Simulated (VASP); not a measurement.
# Ge (Cmcm) in VASP: a series of runs

The runs below take Ge through relaxation of cell and atoms, with PBEsol.

Everything below comes from runs of VASP 6.6.1. Logs are shortened: lines on timing, memory, paths and dates and some standing lists are left out, and cuts for length are marked.

## Step 1: The cell of the first run

Symmetry: Cmcm, No. 63, orthorhombic system. Conventional cell: a = 2.976 Å, b = 5.189 Å, c = 4.728 Å, α = 90.00°, β = 90.00°, γ = 90.00°. Within 3.9 Å of Ge (site symmetry m2m) lie 12 Ge at 2.92 to 2.99 Å.

This isn't the form of Ge at room conditions, which is diamond.

## Step 2: Relaxation of cell and atoms, PBEsol, target pressure 5 GPa, at which the enthalpy is minimised

File INCAR:

```
PREC = Accurate
ENCUT = 600
EDIFF = 1E-6
ISMEAR = -1
SIGMA = 0.1
LREAL = F
LASPH = T
NELM = 80
ALGO = Normal
ISIF = 3
LWAVE = F
LCHARG = F
GGA = PS
IBRION = 2
NSW = 80
EDIFFG = -0.03
PSTRESS = 50.0
```

File KPOINTS:

```
regular mesh
0
Gamma
  12 12 7
```

File POSCAR:

```
Ge
1.0
    2.9911060000      0.0000000000      0.0000000000
   -1.5105156329      2.5816772893      0.0000000000
    0.0000000000      0.0000000000      4.7275960000
Ge
2
Direct
    0.6665530000      0.3334470000      0.2500000000
    0.3334470000      0.6665530000      0.7500000000
```

Potentials or basis: VASP PAW PBE potentials, release 64 (Ge_d).

Run with:

```sh
> cat potpaw_PBE.64/Ge_d/POTCAR > POTCAR
> mpirun -np 1 vasp_std > vasp.out
```

OUTCAR:

```text
PREC = Accurate
   ENCUT = 600
   EDIFF = 1E-6
   ISMEAR = -1
   LREAL = F
   LASPH = T
   NELM = 80
   ISIF = 3
   GGA = PS
   IBRION = 2
   NSW = 80
   EDIFFG = -0.03
   PSTRESS = 50.0

 ion  position               nearest neighbor table
   1  0.667  0.333  0.250-
   2  0.333  0.667  0.750-

  LATTYP: Found a base centered orthorhombic cell.
 ALAT       =     2.9761057544
 B/A-ratio  =     1.7436809982
 C/A-ratio  =     1.5885174756

  Lattice vectors:

 A1 = (   2.9911060000,   0.0000000000,   0.0000000000)
 A2 = (  -1.5105156329,   2.5816772893,   0.0000000000)
 A3 = (   0.0000000000,   0.0000000000,   4.7275960000)

Analysis of symmetry for initial positions (statically):
=====================================================================
 Subroutine PRICEL returns:
 Original cell was already a primitive cell.

 Routine SETGRP: Setting up the symmetry group for a
 base centered orthorhombic supercell.

 Subroutine GETGRP returns: Found  8 space group operations
 (whereof  4 operations were pure point group operations)
 out of a pool of  8 trial point group operations.

The static configuration has the point symmetry C_2h.
 The point group associated with its full space group is D_2h.

Analysis of symmetry for dynamics (positions and initial velocities):
=====================================================================
 Subroutine PRICEL returns:
 Original cell was already a primitive cell.

 Routine SETGRP: Setting up the symmetry group for a
 base centered orthorhombic supercell.

 Subroutine GETGRP returns: Found  8 space group operations
 (whereof  4 operations were pure point group operations)
 out of a pool of  8 trial point group operations.

The dynamic configuration has the point symmetry C_2h.
 The point group associated with its full space group is D_2h.

 Subroutine INISYM returns: Found  8 space group operations
 (whereof  4 operations are pure point group operations),
 and found     1 'primitive' translations

----------------------------------------------------------------------------------------

                                     Primitive cell

  volume of cell :      36.5068

  direct lattice vectors                    reciprocal lattice vectors
     2.991106000  0.000000000  0.000000000     0.334324494  0.195610186  0.000000000
    -1.510515633  2.581677289  0.000000000     0.000000000  0.387345081  0.000000000
     0.000000000  0.000000000  4.727596000     0.000000000  0.000000000  0.211523997

  length of vectors
     2.991106000  2.991106000  4.727596000     0.387345081  0.387345081  0.211523997

  position of ions in fractional coordinates (direct lattice)
     0.666553000  0.333447000  0.250000000
     0.333447000  0.666553000  0.750000000

  ion indices of the primitive-cell ions
   primitive index   ion index
                 1           1
                 2           2

----------------------------------------------------------------------------------------

 KPOINTS: regular mesh

Automatic generation of k-mesh.
 Grid dimensions read from file:
 generate k-points for:   12   12    7

 Generating k-lattice:

  Cartesian coordinates                     Fractional coordinates (reciprocal lattice)
     0.027860375  0.016300849  0.000000000     0.083333333 -0.000000000  0.000000000
     0.000000000  0.032278757  0.000000000     0.000000000  0.083333333  0.000000000
     0.000000000  0.000000000  0.030217714     0.000000000  0.000000000  0.142857143

  Length of vectors
     0.032278757  0.032278757  0.030217714

  Shift w.r.t. Gamma in fractional coordinates (k-lattice)
     0.000000000  0.000000000  0.000000000

 Subroutine IBZKPT returns following result:
 ===========================================

 Found    172 irreducible k-points:

 Following reciprocal coordinates:
            Coordinates               Weight
  0.000000  0.000000  0.000000      1.000000
  0.083333  0.000000  0.000000      4.000000
  0.166667  0.000000  0.000000      4.000000
  0.250000 -0.000000  0.000000      4.000000
  0.333333 -0.000000  0.000000      4.000000
  0.416667  0.000000  0.000000      4.000000
[... 16 lines left out ...]
  0.500000  0.166667  0.000000      4.000000
 -0.416667  0.166667  0.000000      4.000000
 [... further k-points ...]
   k-points           NKPTS =    172   k-points in BZ     NKDIM =    172   number of bands    NBANDS=     18
   number of dos      NEDOS =    301   number of ions     NIONS =      2
   total plane-waves  NPLWV =  23040
   dimension x,y,z NGX =    24 NGY =   24 NGZ =   40
   dimension x,y,z NGXF=    48 NGYF=   48 NGZF=   80
   ions per type =               2
   NGX,Y,Z   is equivalent  to a cutoff of  13.34, 13.34, 14.07 a.u.
   NGXF,Y,Z  is equivalent  to a cutoff of  26.68, 26.68, 28.13 a.u.
 SYSTEM =  unknown system
   PREC   = accura    normal or accurate (medium, high low for compatibility)
   ISTART =      0    job   : 0-new  1-cont  2-samecut
   ICHARG =      2    charge: 1-file 2-atom 10-const
   ISPIN  =      1    spin polarized calculation?
   LNONCOLLINEAR =      F non collinear calculations
   LSORBIT =      F    spin-orbit coupling
   LASPH  =      T    aspherical Exc in radial PAW
   ENCUT  =  600.0 eV  44.10 Ry    6.64 a.u.   5.97  5.97  9.44*2*pi/ulx,y,z
   NELM   =     80;   NELMIN=  2; NELMDL= -5     # of ELM steps
   EDIFF  = 0.1E-05   stopping-criterion for ELM
   LREAL  =      F    real-space projection
   EDIFFG = -.3E-01   stopping-criterion for IOM
   NSW    =     80    number of steps for IOM
   IBRION =      2    ionic relax: 0-MD 1-quasi-New 2-CG
   NFREE  =      1    steps in history (QN), initial steepest desc. (CG)
   ISIF   =      3    stress and relaxation
   ISYM   =      2    0-nonsym 1-usesym 2-fastsym
   POTIM  = 0.5000    time-step for ionic-motion
   TEBEG  =    0.0;   TEEND  =   0.0 temperature during run
   PSTRESS=   50.0 pullay stress
   NELECT =      28.0000    total number of electrons
   NUPDOWN=      -1.0000    fix difference up-down
   EMIN   =  10.00;   EMAX   =-10.00  energy-range for DOS
   EFERMI =   0.00;   METHOD = LEGACY
   ISMEAR =    -1;   SIGMA  =   0.10  broadening in eV -4-tet -1-fermi 0-gaus
   EFERMI_NEDOS =   21; number of points for ismear=-14 and -15
   IALGO  =     38    algorithm
   IMIX   =      4    mixing-type and parameters
     AMIX     =   0.40;   BMIX     =  1.00
     AMIX_MAG =   1.60;   BMIX_MAG =  1.00
  volume/ion in A,a.u.               =      18.25       123.18
  Fermi-wavevector in a.u.,A,eV,Ry     =   1.498544  2.831837 30.553703  2.245634
  Thomas-Fermi vector in A             =   2.610289
   LORBIT       =      0    0 simple, 1 ext, 2 COOP (PROOUT), +10 PAW based schemes
   GGA     = PS    functional components
   LHFCALC =     F    Hartree Fock is set to
   AEXX    =    0.0000 exact exchange contribution
   IVDW    =     0    specifies the selected vdW correction
   LEPSILON=     F    determine dielectric tensor
   LRPA    =     F    only Hartree local field effects (RPA)
 conjugate gradient relaxation of ions
 non-spin polarized calculation
  energy-cutoff  :      600.00
  volume of cell :       36.51
 maximum number of plane-waves:      1241
   NGX = 11   NGY = 11   NGZ = 19

--------------------------------------- Ionic step        1  -------------------------------------------

 number of electron      27.9999997 magnetization

 Free energy of the ion-electron system (eV)
  ---------------------------------------------------
  ext. energy  EPLUGINS =         0.00000000
  ---------------------------------------------------
  free energy    TOTEN  =        -9.33689186 eV

  energy without entropy =       -9.30677443  energy(sigma->0) =       -9.32183315

------------------------ aborting loop because EDIFF is reached ----------------------------------------

  FORCE on cell =-STRESS in cart. coord.  units (eV):
  Direction    XX          YY          ZZ          XY          YZ          ZX
  --------------------------------------------------------------------------------------
  -------------------------------------------------------------------------------------
  Total        0.1672505      0.1611250     -0.2083777     -0.0052346      0.0000000     -0.0000000
  in kB        7.3401317      7.0713032     -9.1450844     -0.2297322      0.0000000     -0.0000000
  external PRESSURE =     -48.2445498 kB  Pullay stress =      50.0000000 kB
[... 175 lines left out ...]
  enthalpy is  TOTEN    =        -8.2284264802 eV   P V=        1.0805096699

--------------------------------------- Ionic step        6  -------------------------------------------

 number of electron      28.0000004 magnetization

 Free energy of the ion-electron system (eV)
  ---------------------------------------------------
  ext. energy  EPLUGINS =         0.00000000
  ---------------------------------------------------
  free energy    TOTEN  =        -9.30926514 eV

  energy without entropy =       -9.28228919  energy(sigma->0) =       -9.29577717

 E-fermi :   7.6726     XC(G=0): -11.8761

 val. band max:        7.6677480455   @ k =   0.3333   0.1667   0.4286
 cond. band min:       7.6786750711   @ k =   0.3333   0.3333   0.0000
 fundamental gap:      0.0109270256
 Fermi energy:         7.6726043795

 k-point     1 :       0.0000    0.0000    0.0000
  band No.  band energies     occupation
      1     -17.0862      2.00000
      2     -17.0703      2.00000
      3     -17.0656      2.00000
      4     -17.0642      2.00000
      5     -17.0584      2.00000
      6     -17.0546      2.00000
[... 10 lines left out ...]
     17      16.6329      0.00000
     18      18.4575      0.00000
[... 466 lines left out ...]
      2     -17.1026      2.00000
      3     -17.0749      2.00000
      4     -17.0679      2.00000
      5     -17.0252      2.00000
      6     -17.0061      2.00000
[... 10 lines left out ...]
     17      12.1637      0.00000
     18      12.6608      0.00000

 [... further k-points ...]

------------------------ aborting loop because EDIFF is reached ----------------------------------------

  FORCE on cell =-STRESS in cart. coord.  units (eV):
  Direction    XX          YY          ZZ          XY          YZ          ZX
  --------------------------------------------------------------------------------------
  -------------------------------------------------------------------------------------
  Total        1.0707637      1.0651938      1.0780839     -0.0047599      0.0000000      0.0000000
  in kB       49.5382160     49.2805273     49.8768806     -0.2202126      0.0000000      0.0000000
  external PRESSURE =      -0.4347920 kB  Pullay stress =      50.0000000 kB
[... 17 lines left out ...]
  FREE ENERGIE OF THE ION-ELECTRON SYSTEM (eV)
  ---------------------------------------------------
  free  energy   TOTEN  =        -9.3092651443 eV

  energy  without entropy=       -9.2822891937  energy(sigma->0) =       -9.29577717

  enthalpy is  TOTEN    =        -8.2285200037 eV   P V=        1.0807451406

 reached required accuracy - stopping structural energy minimisation
```

Wall time 5.3 min (1 thread of Intel Xeon Platinum 8259CL at 2.50GHz (Skylake/Cascade Lake), shared host); peak memory 0.25 GiB.

Results:

| Item | Value |
| --- | --- |
| Free energy | -9.3093 eV |
| Relaxed volume | 17.32 Å³/atom |
| Relaxed cell | a = 2.952 Å, b = 2.952 Å, c = 4.606 Å, α = 90.00°, β = 90.00°, γ = 120.36° |
| Space group after relaxing (to 0.1 Å) | P6_3/mmc (No. 194) |
| Energy change on relaxing (the run minimises the enthalpy) | +13.8 meV/atom |
| Ionic steps | 6 |
| Pressure after relaxing | 5.0 GPa |
| Largest force after relaxing | 0.007 eV/Å |
| Band gap on the k mesh | zero (bands 14 and 15 overlap by 9.92 eV) |

Forces in eV/Å, atoms in the order of the input:
```
Ge  -0.006  0.004  0.000
Ge   0.006 -0.004  0.000
```

The path:
```
step  energy change (eV)  largest force (eV/Å)  pressure (GPa)  volume (Å³)
   1              0.0000                0.0045            0.18        36.51
   2              0.0645                0.0082            7.48        33.68
   3              0.0299                0.0070            5.19        34.57
   4              0.0283                0.0069            4.74        34.62
   5              0.0280                0.0068            4.91        34.62
   6              0.0276                0.0073            4.96        34.63
```

Final structure:
```
Ge
1.0
     2.95174   -0.00065    0.00000
    -1.49120    2.54737    0.00000
     0.00000    0.00000    4.60627
Ge
2
Direct
  0.66637 0.33363 0.25000
  0.33363 0.66637 0.75000
```

Caveat: the cell is relaxed towards a set pressure, so the run minimises the enthalpy, not the energy; the PAW data sets were made with another functional, which shifts forces and pressure a little.

## Step 3: Relaxation of cell and atoms, PBEsol, target pressure 10 GPa, at which the enthalpy is minimised

File INCAR:

```
SYSTEM = Ge
PREC = Accurate
ENCUT = 600
EDIFF = 1E-6
ISMEAR = -1
SIGMA = 0.1
LREAL = .False.
LASPH = .True.
NELM = 100
ALGO = Normal
ISIF = 3
LWAVE = .False.
LCHARG = .False.
GGA = PS
IBRION = 2
NSW = 80
EDIFFG = -0.03
PSTRESS = 100.0
```

File KPOINTS:

```
regular mesh
0
Gamma
  12 12 7
  0 0 0
```

POSCAR is that of step 2.

Potentials or basis: VASP PAW PBE potentials, release 64 (Ge_d).

Run with:

```sh
> cat potpaw_PBE.64/Ge_d/POTCAR > POTCAR
> mpirun -np 1 vasp_std > vasp.out
```

It took 3.6 min on 1 thread of Intel Xeon Platinum 8259CL at 2.50GHz (Skylake/Cascade Lake), shared host; peak memory 0.25 GiB.

The run converged. Its results:

```
Free energy                                                : -9.2351 eV
Relaxed volume                                             : 16.50 Å³/atom
Relaxed cell                                               : a = 2.897 Å, b = 2.897 Å, c = 4.553 Å, α = 90.00°, β = 90.00°, γ = 120.34°
Space group after relaxing (to 0.1 Å)                      : P6_3/mmc (No. 194)
Energy change on relaxing (the run minimises the enthalpy) : +50.9 meV/atom
Ionic steps                                                : 3
Pressure after relaxing                                    : 9.9 GPa
Largest force after relaxing                               : 0.008 eV/Å
Band gap on the k mesh                                     : zero (bands 14 and 15 overlap by 10.56 eV)
```

Forces on the atoms (eV/Å):
```
Ge  -0.007  0.004  0.000
Ge   0.007 -0.004  0.000
```

Stress tensor (GPa, compression positive):
```
9.81 0.04 0.00
0.04 9.86 0.00
0.00 0.00 9.92
```

The path:
| step | energy change (eV) | largest force (eV/Å) | pressure (GPa) | volume (Å³) |
| --- | --- | --- | --- | --- |
| 1 | 0.0000 | 0.0045 | 0.18 | 36.51 |
| 2 | 0.2836 | 0.0109 | 18.20 | 30.91 |
| 3 | 0.1017 | 0.0083 | 9.86 | 32.99 |

Final structure:
```yaml
crystal:
  lattice:
    - [2.89749, -0.00023, 0.00000]
    - [-1.46344, 2.50076, 0.00000]
    - [0.00000, 0.00000, 4.55330]
  atoms:
    - { symbol: Ge, position: [0.66653, 0.33347, 0.25000] }
    - { symbol: Ge, position: [0.33347, 0.66653, 0.75000] }
```

Levels at points of the mesh, in eV from the Fermi level:
| k point | band 10 | band 11 | band 12 | band 13 | band 14 | band 15 | band 16 | band 17 | band 18 |
| --- | --- | --- | --- | --- | --- | --- | --- | --- | --- |
| (0.00, 0.00, 0.00) | -24.65 | -14.47 | -7.75 | -6.33 | 7.02 | 7.15 | 9.31 | 9.45 | 11.24 |
| (0.50, 0.00, 0.00) | -24.64 | -9.00 | -7.77 | -2.15 | -1.45 | -1.25 | 1.17 | 2.36 | 6.40 |
| (0.50, 0.50, 0.00) | -24.64 | -9.09 | -7.82 | -2.20 | -1.48 | -1.33 | 1.13 | 2.53 | 6.56 |

Caveat: the cell is relaxed towards a set pressure, so the run minimises the enthalpy, not the energy; the PAW data sets were made with another functional, which shifts forces and pressure a little.

## Step 4: Relaxation of cell and atoms, PBEsol, target pressure 20 GPa, at which the enthalpy is minimised

File INCAR:

```
PREC     = Accurate       # precision mode
ENCUT    = 600            # plane-wave cutoff, eV
EDIFF    = 1E-6           # SCF threshold, eV
ISMEAR   = -1             # smearing method
SIGMA    = 0.1            # smearing width, eV
LREAL    = F              # projectors in reciprocal space
LASPH    = T              # aspherical terms in the spheres
NELM     = 80             # most SCF steps
ALGO     = Normal         # electronic algorithm
ISIF     = 3              # what is computed and relaxed
LWAVE    = F              # write WAVECAR
LCHARG   = F              # write CHGCAR
GGA      = PS             # functional
IBRION   = 2              # ionic algorithm
NSW      = 80             # ionic steps
EDIFFG   = -0.03          # ionic threshold
PSTRESS  = 200.0
```

File KPOINTS:

```
Automatic mesh
0
Gamma
  12 12 7
```

POSCAR is that of step 3.

Run with:

```sh
> cat potpaw_PBE.64/Ge_d/POTCAR > POTCAR
> mpirun -np 1 vasp_std > vasp.out
```

Wall time 9.6 min (1 thread of Intel Xeon Platinum 8259CL at 2.50GHz (Skylake/Cascade Lake), shared host); peak memory 0.25 GiB.

Results (log left out):

- Free energy: -9.0144 eV
- Relaxed volume: 15.28 Å³/atom
- Relaxed cell: a = 2.814 Å, b = 2.814 Å, c = 4.467 Å, α = 90.00°, β = 90.00°, γ = 120.17°
- Space group after relaxing (to 0.1 Å): P6_3/mmc (No. 194)
- Energy change on relaxing (the run minimises the enthalpy): +161.3 meV/atom
- Ionic steps: 9
- Pressure after relaxing: 20.1 GPa
- Largest force after relaxing: 0.004 eV/Å
- Band gap on the k mesh: zero (bands 14 and 15 overlap by 11.63 eV)

Forces on the atoms (eV/Å):
```
Ge  -0.003  0.002  0.000
Ge   0.003 -0.002  0.000
```

Stress tensor (GPa, compression positive):
```
20.10  0.07  0.00
 0.07 20.19  0.00
 0.00  0.00 19.90
```

Step by step:
| step | energy change (eV) | largest force (eV/Å) | pressure (GPa) | volume (Å³) |
| --- | --- | --- | --- | --- |
| 1 | 0.0000 | 0.0045 | 0.18 | 36.51 |
| 2 | 1.4000 | 0.0202 | 57.09 | 25.83 |
| 3 | 0.2956 | 0.0105 | 19.58 | 30.80 |
| 4 | 0.3085 | 0.0106 | 19.56 | 30.69 |
| 5 | 0.7281 | 0.0149 | 34.91 | 28.19 |
| 6 | 0.3221 | 0.0108 | 20.29 | 30.58 |
| 7 | 0.3077 | 0.0072 | 19.46 | 30.69 |
| 8 | 0.3096 | 0.0080 | 19.59 | 30.68 |
| 9 | 0.3225 | 0.0040 | 20.06 | 30.57 |

Final structure:
```
Ge
1.0
     2.81360    0.00387    0.00000
    -1.41754    2.43043    0.00000
     0.00000    0.00000    4.46685
Ge
2
Direct
  0.66634 0.33366 0.25000
  0.33366 0.66634 0.75000
```

Levels at points of the mesh, in eV from the Fermi level:
| k point | band 10 | band 11 | band 12 | band 13 | band 14 | band 15 | band 16 | band 17 | band 18 |
| --- | --- | --- | --- | --- | --- | --- | --- | --- | --- |
| (0.00, 0.00, 0.00) | -24.68 | -15.21 | -8.03 | -6.88 | 7.76 | 7.84 | 10.15 | 10.21 | 12.03 |
| (0.50, 0.00, 0.00) | -24.66 | -9.28 | -8.16 | -2.00 | -1.60 | -1.42 | 1.08 | 2.63 | 6.71 |
| (0.50, 0.50, 0.00) | -24.66 | -9.31 | -8.19 | -2.04 | -1.62 | -1.45 | 1.04 | 2.72 | 6.80 |

Caveat: the cell is relaxed towards a set pressure, so the run minimises the enthalpy, not the energy; the volume moved by over 15 % at a fixed basis, so the end points are rough; the PAW data sets were made with another functional, which shifts forces and pressure a little.

## Step 5: Summary

```tsv
cell	gap on the mesh (eV)	pressure (GPa)	largest force (eV/Å)
relaxed to 5 GPa	none	5.0	0.01
relaxed to 10 GPa	none	9.9	0.01
relaxed to 20 GPa	none	20.1	-
```

Alike in all rows: task relaxation of cell and atoms; level PBEsol; potentials or basis VASP PAW PBE potentials, release 64 (Ge_d); no spin polarisation; k mesh 12 × 12 × 7; cutoff (eV) 600; smearing fermi-dirac 0.1 eV.

Caveats: the cell is relaxed towards a set pressure, so the run minimises the enthalpy, not the energy; the PAW data sets were made with another functional, which shifts forces and pressure a little; the volume moved by over 15 % at a fixed basis, so the end points are rough (at least some runs).

Absolute energies hang on the potentials; compare differences alone.

The gap in the log of VASP goes by the Fermi energy; the results here count the filled bands.